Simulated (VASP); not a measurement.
A run of VASP 6.6.1 is set up as follows.

Contents of INCAR:

```
ALGO     = Normal         # electronic algorithm
EDIFF    = 1E-6           # SCF threshold, eV
ENCUT    = 700            # plane-wave cutoff, eV
GGA      = PS             # functional
GGA_COMPAT= False        
ISIF     = 2              # what is computed and relaxed
ISMEAR   = -1             # smearing method
ISYM     = -1           
KPAR     = 1            
LASPH    = True           # aspherical terms in the spheres
LCHARG   = False          # write CHGCAR
LREAL    = Auto         
LWAVE    = False          # write WAVECAR
NBANDS   = 356            # bands
NELM     = 120            # most SCF steps
PREC     = Accurate       # precision mode
SIGMA    = 0.05           # smearing width, eV
```

The input KPOINTS:

```
explicit points
1
Reciprocal
  0.25000000   0.25000000   0.25000000 1
```

The input POSCAR:

```
Mg13Zn11O24
1.0
    9.8085970000      0.0000000000      0.0000000000
    0.0000000000     11.3259920000      0.0000000000
    0.0000000000      0.0000000000     10.2203720000
Zn Mg O
22 26 48
Direct
    0.1681460000      0.0886160000      0.2499200000
    0.0000320000      0.3319150000      0.2497060000
    0.3327670000      0.3339370000      0.7457510000
    0.9999930000      0.8336680000      0.2469740000
    0.9999680000      0.8325570000      0.7476560000
    0.8382340000      0.0810310000      0.2442670000
    0.6642090000      0.3346350000      0.2466380000
    0.4991280000      0.5820950000      0.7477200000
    0.3312990000      0.8316000000      0.2456490000
    0.8347730000      0.5833830000      0.2488070000
    0.8304860000      0.5803760000      0.7414920000
    0.0026540000      0.1656740000      0.4962150000
    0.3305980000      0.1627900000      0.4971080000
    0.3321420000      0.1684470000      0.9984340000
    0.1638490000      0.4165440000      0.4975340000
    0.9997180000      0.6695180000      0.4976610000
    0.9984080000      0.6694280000      0.9968510000
    0.6707160000      0.1652220000      0.4960900000
    0.5029130000      0.4163410000      0.4924610000
    0.1695380000      0.9151060000      0.4992350000
    0.6717920000      0.6673740000      0.9954760000
    0.5008400000      0.9186400000      0.9957600000
    0.1663920000      0.0827490000      0.7448310000
    0.0001020000      0.3317350000      0.7499060000
    0.4997790000      0.0842580000      0.2485430000
    0.4982490000      0.0837690000      0.7479880000
    0.3300140000      0.3302960000      0.2489980000
    0.1643400000      0.5819580000      0.2453690000
    0.1717010000      0.5821100000      0.7474450000
    0.8335800000      0.0809430000      0.7460380000
    0.6658840000      0.3349790000      0.7486900000
    0.4993360000      0.5833880000      0.2477150000
    0.3327340000      0.8354330000      0.7514500000
    0.6691500000      0.8347580000      0.2450850000
    0.6672940000      0.8314410000      0.7483820000
    0.0016290000      0.1660260000      0.9962240000
    0.1681740000      0.4167390000      0.9980600000
    0.6642360000      0.1647530000      0.0001500000
    0.4995810000      0.4180760000      0.9969260000
    0.3328420000      0.6690260000      0.4989420000
    0.3361510000      0.6675780000      0.9963940000
    0.1658940000      0.9139550000      0.9984420000
    0.8346280000      0.4183880000      0.4981530000
    0.8364510000      0.4158050000      0.9971960000
    0.6641030000      0.6643420000      0.4960090000
    0.4975390000      0.9196100000      0.4979890000
    0.8378690000      0.9166110000      0.5002740000
    0.8344690000      0.9182090000      0.9953120000
    0.0028080000      0.1650650000      0.1946560000
    0.9965540000      0.1677720000      0.6888490000
    0.3319040000      0.1692710000      0.1935280000
    0.3294050000      0.1667430000      0.6896560000
    0.1667230000      0.4177200000      0.1918700000
    0.1643330000      0.4141760000      0.6922240000
    0.9980980000      0.6716460000      0.1925910000
    0.0000350000      0.6659930000      0.6935570000
    0.6656350000      0.1678990000      0.1923120000
    0.6676580000      0.1668810000      0.6879510000
    0.4981490000      0.4180470000      0.1894480000
    0.5015910000      0.4178520000      0.6888630000
    0.3297960000      0.6641610000      0.1866140000
    0.3359160000      0.6673080000      0.6907140000
    0.1702540000      0.9179430000      0.1918100000
    0.1686200000      0.9173410000      0.6873180000
    0.8363440000      0.4197330000      0.1932300000
    0.8325180000      0.4167280000      0.6928880000
    0.6687630000      0.6659050000      0.1932860000
    0.6667520000      0.6640770000      0.6901030000
    0.5020530000      0.9162140000      0.1914630000
    0.4993730000      0.9149960000      0.6925620000
    0.8340150000      0.9147770000      0.1925780000
    0.8319650000      0.9178650000      0.6852360000
    0.1639100000      0.0861330000      0.4410920000
    0.1660630000      0.0836730000      0.9415570000
    0.9983390000      0.3342870000      0.4399120000
    0.0000550000      0.3341440000      0.9360340000
    0.4968820000      0.0817470000      0.4430990000
    0.5014150000      0.0796770000      0.9394530000
    0.3315920000      0.3340610000      0.4400340000
    0.3325300000      0.3341600000      0.9417410000
    0.1630240000      0.5829270000      0.4424920000
    0.1686180000      0.5825930000      0.9400570000
    0.9976550000      0.8319600000      0.4408480000
    0.0012320000      0.8334920000      0.9433500000
    0.8324810000      0.0818830000      0.4356700000
    0.8338070000      0.0855110000      0.9391510000
    0.6724740000      0.3355300000      0.4422660000
    0.6682630000      0.3360330000      0.9416070000
    0.5007520000      0.5818580000      0.4415910000
    0.4998290000      0.5835670000      0.9387300000
    0.3318330000      0.8330590000      0.4425090000
    0.3332860000      0.8342490000      0.9419000000
    0.8269380000      0.5835150000      0.4409190000
    0.8344570000      0.5845770000      0.9359660000
    0.6638020000      0.8322730000      0.4402500000
    0.6686860000      0.8362150000      0.9430980000
```

Potentials or basis: VASP PAW PBE potentials, release 64 (Zn, Mg, O).

Command:

```sh
$ cat potpaw_PBE.64/Zn/POTCAR potpaw_PBE.64/Mg/POTCAR potpaw_PBE.64/O/POTCAR > POTCAR
$ mpirun -np 4 vasp_std > vasp.out
```

Q: What does it give for the pressure?

A: 0.4 GPa.

Q: Predict the largest force.

A: 1.257 eV/Å.

Q: Predict the band gap on the k mesh.

A: 2.74 eV.

Stress tensor (GPa, compression positive):
```
-0.34 -0.36 -0.23
-0.36  0.03  0.11
-0.23  0.11  1.54
```

Caveat: the PAW data sets were made with another functional, which shifts forces and pressure a little; a shifted mesh leaves out Γ, where band edges can lie. A k mesh can miss the band edges.
